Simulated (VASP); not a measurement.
Set up this calculation in VASP 6.6.1, as the native input.

- Task: relaxation of cell and atoms
- Functional: PBE
- Potentials or basis: VASP PAW PBE potentials, release 64 (Hg, Se)
- Cutoff: 600 eV
- k mesh: 8 × 8 × 8
- Occupations: gaussian, width 0.1 eV
- Spin: no spin polarisation
- Dipole correction: no
- Further INCAR settings: ALGO = Normal; EDIFF = 1e-07; IBRION = 2; EDIFFG = -0.01; NSW = 100; ISIF = 3

The structure of Hg2Se3 lies in POSCAR:

```
Hg2Se3
1.0
    5.3046904551      0.0000000000      0.0000000000
    0.0000000000      5.3046904551      0.0000000000
    0.0000000000      0.0000000000      5.3046904551
Hg Se
2 3
Direct
    0.5000000000      0.5000000000      0.5000000000
    0.0000000000      0.0000000000      0.0000000000
    0.5000000000      0.0000000000      0.0000000000
    0.0000000000      0.5000000000      0.0000000000
    0.0000000000      0.0000000000      0.5000000000
```

One way to write it, as run:

INCAR

```
PREC = Accurate
ENCUT = 600
EDIFF = 1E-7
ISMEAR = 0
SIGMA = 0.1
LREAL = False
LASPH = True
NELM = 100
ALGO = Normal
ISIF = 3
LWAVE = False
LCHARG = False
GGA = PE
IBRION = 2
NSW = 100
EDIFFG = -0.01
```

KPOINTS

```
regular mesh
0
Gamma
  8 8 8
```

Potentials or basis: VASP PAW PBE potentials, release 64 (Hg, Se).

Run with:

```sh
$ cat potpaw_PBE.64/Hg/POTCAR potpaw_PBE.64/Se/POTCAR > POTCAR
$ mpirun -np 1 vasp_std > vasp.out
```

It gave:

The relaxed volume is 29.94 Å³/atom, the relaxed cell is a = 5.310 Å, b = 5.310 Å, c = 5.310 Å, α = 90.00°, β = 90.00°, γ = 90.00° and the space group after relaxing (to 0.05 Å) is Pm-3m (No. 221). The energy gained by relaxing is 0.0 meV/atom, the ionic steps are 2 and the pressure after relaxing is 0.0 GPa. The band gap on the k mesh is zero (band 21 reaches 1.32 eV, above the bottom of band 22 at 0.41 eV).

Caveat: spin-orbit coupling is left out, which moves the levels of the heavy elements.

It took 110 s on 1 thread of AMD EPYC 9R45 96-Core Processor (Zen 5) (shared host), peak memory 0.33 GiB.
